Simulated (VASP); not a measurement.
Write the native input for VASP 6.6.1 that does the following.

```
Task                   : single point
Functional             : r2SCAN
Potentials or basis    : VASP PAW PBE potentials, release 64 (Ca_sv)
Cutoff                 : 520 eV
k mesh                 : 16 × 16 × 16
Occupations            : fermi-dirac, width 0.15 eV
Spin                   : no spin polarisation
Dipole correction      : no
Further INCAR settings : ALGO = Normal; EDIFF = 1e-06; NBANDS = 11
```

The system is Ca.

```
CELL_PARAMETERS angstrom
0.00000 2.78467 2.78467
2.78467 0.00000 2.78467
2.78467 2.78467 0.00000
ATOMIC_POSITIONS crystal
Ca 0.00000 0.00000 0.00000
```

These files were run (other wordings do the same):

POSCAR

```
Ca
1.0
    0.0000000000      2.7846671484      2.7846671484
    2.7846671484      0.0000000000      2.7846671484
    2.7846671484      2.7846671484      0.0000000000
Ca
1
Direct
    0.0000000000      0.0000000000      0.0000000000
```

INCAR.step1

```
  PREC = Accurate
  ENCUT = 520
  ISMEAR = -1
  SIGMA = 0.15
  LREAL = False
  LASPH = True
  NELM = 100
  NBANDS = 11
  GGA = PE
  ALGO = Normal
  EDIFF = 1E-4
  LWAVE = True
  LCHARG = False
```

INCAR.step2

```
  PREC = Accurate
  ENCUT = 520
  EDIFF = 1E-6
  ISMEAR = -1
  SIGMA = 0.15
  LREAL = False
  LASPH = True
  NELM = 100
  ALGO = Normal
  ISIF = 2
  LWAVE = False
  LCHARG = False
  METAGGA = R2SCAN
  LMIXTAU = True
  NBANDS = 11
  ISTART = 1
```

KPOINTS

```
regular mesh
0
Gamma
  16 16 16
```

Potentials or basis: VASP PAW PBE potentials, release 64 (Ca_sv).

Launch:

```sh
$ cat potpaw_PBE.64/Ca_sv/POTCAR > POTCAR
$ cp INCAR.step1 INCAR
$ mpirun -np 1 vasp_std > vasp.out
$ cp INCAR.step2 INCAR
$ mpirun -np 1 vasp_std > vasp.out
```

It gave:

```json
{"Pressure": "0.1 GPa", "Band gap on the k mesh": "zero (bands 5 and 6 overlap by 0.57 eV)"}
```

Caveat: the PAW data sets were made with another functional, which shifts forces and pressure a little.

Wall time 4.4 min on 1 thread of Intel(R) Xeon(R) Platinum 8259CL CPU @ 2.50GHz (Skylake/Cascade Lake), on a shared host, peak memory 0.22 GiB.
